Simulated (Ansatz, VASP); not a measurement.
GaSb: VASP beside Ansatz

```
Ga Sb
1.0
     0.00000    2.96334    3.25968
     2.96334    0.00000    3.25968
     2.96334    2.96334    0.00000
Ga Sb
1 1
Cartesian
  0.0000 0.0000 0.0000
  4.4450 4.4450 4.8895
```

Alike in both runs: task single point; functional PBEsol; k mesh 16 × 16 × 16; occupations gaussian, width 0.15 eV; no spin polarisation.

|  | VASP | Ansatz |
| --- | --- | --- |
| version | VASP 6.6.1 | Ansatz 0.2.0 |
| potentials or method | VASP PAW PBE potentials, release 64 (Ga_d, Sb), cutoff 520 eV | scalar-relativistic, plane waves, PAW |
| valence electrons in the cell | 18 | 28 |

Ansatz gave:

| Quantity | Value |
| --- | --- |
| gap on the k mesh at the Fermi level (eV) | none |
| pressure (GPa) | -0.2 |
| traceless stress, the component that is largest in VASP (GPa) | -3.25 |

**Question.** Estimate VASP's values.

**Answer.** gap on the k mesh at the Fermi level (eV): none; pressure (GPa): -0.1; traceless stress, the component that is largest in VASP (GPa): -3.25.

VASP's potentials were made for PBE, not for PBEsol. A gap of «none» marks a metal or a gap that the smearing closes. The functional is the same, so the differences come from potentials, cutoffs and numerics. VASP's potentials hold 18 valence electrons a cell and Ansatz's 28, so a difference there can come from the potentials and not from the codes.

Spin-orbit coupling is off throughout.
